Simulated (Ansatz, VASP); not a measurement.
## Two plane-wave programs on Sc2Si

INCAR

```
SYSTEM = Sc2Si
ALGO = Normal
EDIFF = 1E-6
ENCUT = 520
GGA = PE
ISIF = 2
ISMEAR = 0
LASPH = .TRUE.
LCHARG = .FALSE.
LREAL = .FALSE.
LWAVE = .FALSE.
NBANDS = 35
NELM = 100
PREC = Accurate
SIGMA = 0.1
```

The input KPOINTS:

```
k-points
0
G
  4 4 4
  0 0 0
```

POSCAR

```
Sc2Si
1.0
    0.0000000000      3.7791192247      3.7791192247
    3.7791192247      0.0000000000      3.7791192247
    3.7791192247      3.7791192247      0.0000000000
Sc Si
4 2
Direct
    0.6250000000      0.6250000000      0.6250000000
    0.1250000000      0.6250000000      0.6250000000
    0.6250000000      0.6250000000      0.1250000000
    0.6250000000      0.1250000000      0.6250000000
    0.0000000000      0.0000000000      0.0000000000
    0.2500000000      0.2500000000      0.2500000000
```

Input for Ansatz:

```yaml
crystal:
  lattice:
    - [0.0, 3.7791192247, 3.7791192247]
    - [3.7791192247, 0.0, 3.7791192247]
    - [3.7791192247, 3.7791192247, 0.0]
  atoms:
    - { symbol: Sc, position: [0.625, 0.625, 0.625] }
    - { symbol: Sc, position: [0.125, 0.625, 0.625] }
    - { symbol: Sc, position: [0.625, 0.625, 0.125] }
    - { symbol: Sc, position: [0.625, 0.125, 0.625] }
    - { symbol: Si, position: [0.0, 0.0, 0.0] }
    - { symbol: Si, position: [0.25, 0.25, 0.25] }
basis:
  ecutwfc: 420
kpoints:
  mp_grid: { grid: [4, 4, 4] }
hamiltonian:
  xc: pbe
scf:
  occupations: { method: gaussian, width: 0.1 }
  lower_state_search: "off"
output:
  forces: true
  stress: true
  eigenvalues: true
```

Alike in both runs: task single point; functional PBE; k mesh 4 × 4 × 4; occupations gaussian, width 0.1 eV; no spin polarisation.

|  | VASP | Ansatz |
| --- | --- | --- |
| version | VASP 6.6.1 | Ansatz 0.2.0 |
| potentials or method | VASP PAW PBE potentials, release 64 (Sc_sv, Si), cutoff 520 eV | scalar-relativistic, plane waves, PAW |
| valence electrons in the cell | 52 | 52 |

```csv
,VASP,Ansatz,Ansatz less VASP
gap on the k mesh at the Fermi level (eV),none,none,-
pressure (GPa),9.9,9.7,-0.22
```

A gap of «none» marks a metal or a gap that the smearing closes.
